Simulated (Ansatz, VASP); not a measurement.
# Ti3Pt: VASP beside Ansatz

```
Ti Pt
1.0
     5.03000    0.00000    0.00000
     0.00000    5.03000    0.00000
     0.00000    0.00000    5.03000
Ti Pt
6 2
Direct
  0.25000 0.00000 0.50000
  0.50000 0.75000 0.00000
  0.75000 0.00000 0.50000
  0.50000 0.25000 0.00000
  0.00000 0.50000 0.75000
  0.00000 0.50000 0.25000
  0.00000 0.00000 0.00000
  0.50000 0.50000 0.50000
```

Alike in both runs: task relaxation of cell and atoms; functional PBEsol; k mesh 8 × 8 × 8; occupations gaussian, width 0.1 eV; no spin polarisation.

|  | VASP | Ansatz |
| --- | --- | --- |
| version | VASP 6.6.1 | Ansatz 0.2.0 |
| potentials or method | VASP PAW PBE potentials, release 64 (Ti_sv, Pt), cutoff 600 eV | scalar-relativistic, plane waves, PAW |
| valence electrons in the cell | 92 | 108 |

```tsv
	VASP	Ansatz	Ansatz less VASP
gap on the k mesh at the Fermi level, each at its own relaxed structure (eV)	none	none	-
relaxed volume (Å³/atom)	15.43	15.45	+0.016
relaxed cell length with the largest relative difference (Å)	4.979	4.981	+0.0018
```

VASP's potentials were made for PBE, not for PBEsol. A gap of «none» marks a metal or a gap that the smearing closes. VASP's potentials hold 92 valence electrons a cell and Ansatz's 108, so a difference there can come from the potentials and not from the codes.

Neither program's run includes spin-orbit coupling.
